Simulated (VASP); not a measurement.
Set up this calculation in VASP 6.6.1, as the native input.

- Task: single point
- Functional: PBE
- Potentials or basis: VASP PAW PBE potentials, release 64 (C_h, O_h)
- Cutoff: 910 eV
- k mesh: 8 × 8 × 8
- Occupations: gaussian, width 0.02 eV
- Spin: no spin polarisation
- Dipole correction: no
- Further INCAR settings: ALGO = Normal; EDIFF = 1e-06; NBANDS = 25

The structure of CO2 lies in POSCAR:

```
CO2
1.0
   -1.9824856077      1.9824856077      2.9912364005
    1.9824856077     -1.9824856077      2.9912364005
    1.9824856077      1.9824856077     -2.9912364005
C O
2 4
Direct
    0.0000000000      0.0000000000      0.0000000000
    0.7500000000      0.2500000000      0.5000000000
    0.3750000000      0.2893001686      0.4143001686
    0.7106998314      0.1250000000      0.0856998314
    0.8750000000      0.9606998314      0.5856998314
    0.0393001686      0.6250000000      0.9143001686
```

These files were run (other wordings do the same):

INCAR

```
ALGO = Normal
EDIFF = 1E-6
ENCUT = 910
GGA = PE
GGA_COMPAT = False
ISIF = 2
ISMEAR = 0
LASPH = True
LCHARG = True
LELF = True
LREAL = False
LVHAR = True
LWAVE = False
NBANDS = 25
NELM = 120
PREC = Accurate
SIGMA = 0.02
```

KPOINTS

```
k-points
0
Gamma
  8 8 8
```

Potentials or basis: VASP PAW PBE potentials, release 64 (C_h, O_h).

The run is started by

```sh
$ cat potpaw_PBE.64/C_h/POTCAR potpaw_PBE.64/O_h/POTCAR > POTCAR
$ mpirun -np 1 vasp_std > vasp.out
```

Results of the run:

```
Pressure               : -0.6 GPa
Largest force          : 0.009 eV/Å
Band gap on the k mesh : 7.70 eV (least direct gap 8.12 eV)
```

Caveat: the cutoff is under 1.25 times the usual one of these potentials, so pressure, stress and relaxed cells hold a basis-set (Pulay) error.

It took 66 s on 1 thread of AMD EPYC 9R45 96-Core Processor (Zen 5), on a shared host, peak memory 0.27 GiB.
